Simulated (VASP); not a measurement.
BaTiO3, 5 atoms in the cell. Symmetry: Pm-3m, No. 221, cubic system. Conventional cell: a = 4.020 Å, b = 4.020 Å, c = 4.020 Å, α = 90.00°, β = 90.00°, γ = 90.00°. Ba (site symmetry m-3m) has 12 O at 2.84 Å and 8 Ti at 3.48 Å within 3.7 Å. Within 2.7 Å of Ti (site symmetry m-3m) lie 6 O at 2.01 Å. Within 2.7 Å of O (site symmetry 4/mmm) lie 2 Ti at 2.01 Å. 

| Property | Result |
| --- | --- |
| Program | VASP 6.6.1 |
| Task | single point |
| Functional | r2SCAN |
| Potentials or basis | VASP PAW PBE potentials, release 64 (Ba_sv, Ti_sv, O) |
| Cutoff | 520 eV |
| k mesh | 6 × 6 × 6 |
| Occupations | gaussian, width 0.05 eV |
| Spin | no spin polarisation |
| Dipole correction | no |
| Further INCAR settings | ALGO = Normal; EDIFF = 1e-07; NBANDS = 28 |

Potentials or basis: VASP PAW PBE potentials, release 64 (Ba_sv, Ti_sv, O).

Command:

```bash
$ cat potpaw_PBE.64/Ba_sv/POTCAR potpaw_PBE.64/Ti_sv/POTCAR potpaw_PBE.64/O/POTCAR > POTCAR
$ cp INCAR.step1 INCAR
$ mpirun -np 1 vasp_std > vasp.out
$ cp INCAR.step2 INCAR
$ mpirun -np 1 vasp_std > vasp.out
```

Hardware: 1 thread of AMD EPYC 7R13, with other jobs on the host.

Problem. How long does it take, and how much memory?

Solution. Wall time 3.5 min on 1 thread of AMD EPYC 7R13, on a shared host, peak memory 0.16 GiB. Counts: k points 20.
